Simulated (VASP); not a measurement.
Wanted: the native input for a VASP 6.6.1 run.

- Task: single point
- Functional: PBEsol
- Potentials or basis: VASP PAW PBE potentials, release 64 (Hg, Te)
- Cutoff: 520 eV
- k mesh: 10 × 10 × 10
- Occupations: fermi-dirac, width 0.05 eV
- Spin: no spin polarisation
- Dipole correction: no
- Further INCAR settings: ALGO = Normal; EDIFF = 1e-06; NBANDS = 16

The structure of HgTe lies in POSCAR:

```
HgTe
1.0
   -3.0456030000      3.0456030000      1.5594100000
    3.0456030000     -3.0456030000      1.5594100000
    3.0456030000      3.0456030000     -1.5594100000
Hg Te
1 1
Direct
    0.7500000000      0.2500000000      0.5000000000
    0.0000000000      0.0000000000      0.0000000000
```

The input as run:

INCAR

```
SYSTEM = HgTe
PREC = Accurate
ENCUT = 520
EDIFF = 1E-6
ISMEAR = -1
SIGMA = 0.05
LREAL = .FALSE.
LASPH = .TRUE.
NELM = 60
ALGO = Normal
ISIF = 2
LWAVE = .FALSE.
LCHARG = .FALSE.
GGA = PS
NBANDS = 16
```

KPOINTS

```
regular mesh
0
G
  10 10 10
  0 0 0
```

Potentials or basis: VASP PAW PBE potentials, release 64 (Hg, Te).

Run with:

```console
$ cat potpaw_PBE.64/Hg/POTCAR potpaw_PBE.64/Te/POTCAR > POTCAR
$ mpirun -np 1 vasp_std > vasp.out
```

Results of the run:

```yaml
Pressure: -3.2 GPa
Band_gap_on_the_k_mesh: zero (band 9 reaches 5.74 eV, above the bottom of band 10 at 2.35 eV)
```

Caveat: the PAW data sets were made with another functional, which shifts forces and pressure a little; spin-orbit coupling is left out, which moves the levels of the heavy elements.

It took 71 s on 1 thread of Intel(R) Xeon(R) Platinum 8259CL CPU @ 2.50GHz (Skylake/Cascade Lake) (shared host), peak memory 0.26 GiB.
